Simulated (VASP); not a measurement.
Here is a VASP 6.6.1 calculation.

Contents of INCAR:

```
SYSTEM = C
  PREC = Accurate
  ENCUT = 520
  EDIFF = 1E-8
  ISMEAR = -1
  SIGMA = 0.05
  LREAL = .FALSE.
  LASPH = .TRUE.
  NELM = 100
  ALGO = Normal
  ISIF = 2
  LWAVE = .FALSE.
  LCHARG = .FALSE.
  GGA = PS
  LEFG = .TRUE.
  NBANDS = 11
```

File KPOINTS:

```
regular mesh
0
G
  18 18 18
  0 0 0
```

POSCAR

```
C
1.0
    0.0000000000      2.1127244021      3.3255295243
    1.2197581409      0.0000000000      3.3255295243
    1.2197581409      2.1127244021      0.0000000000
C
2
Direct
    0.1666700000      0.8333300000      0.1666700000
    0.8333300000      0.1666700000      0.8333300000
```

Potentials or basis: VASP PAW PBE potentials, release 64 (C).

Launch:

```console
$ cat potpaw_PBE.64/C/POTCAR > POTCAR
$ mpirun -np 1 vasp_std > vasp.out
```

What does it give for the pressure?

8.2 GPa.

What does it give for the largest force?

0.004 eV/Å.

Electric field gradients, principal values (V/Å²):
```csv
atom,least,middle,greatest (by size)
1 C,-16.469,-16.512,32.982
2 C,-16.469,-16.512,32.982
```

Caveat: the cell stands under pressure; this functional lacks dispersion, which binds the layers, so the pressure and a relaxed spacing across them are unreliable; without QUAD_EFG the Cq values of the log hold for a quadrupole moment of 1 mb, not for the nuclei; the PAW data sets were made with another functional, which shifts forces and pressure a little.
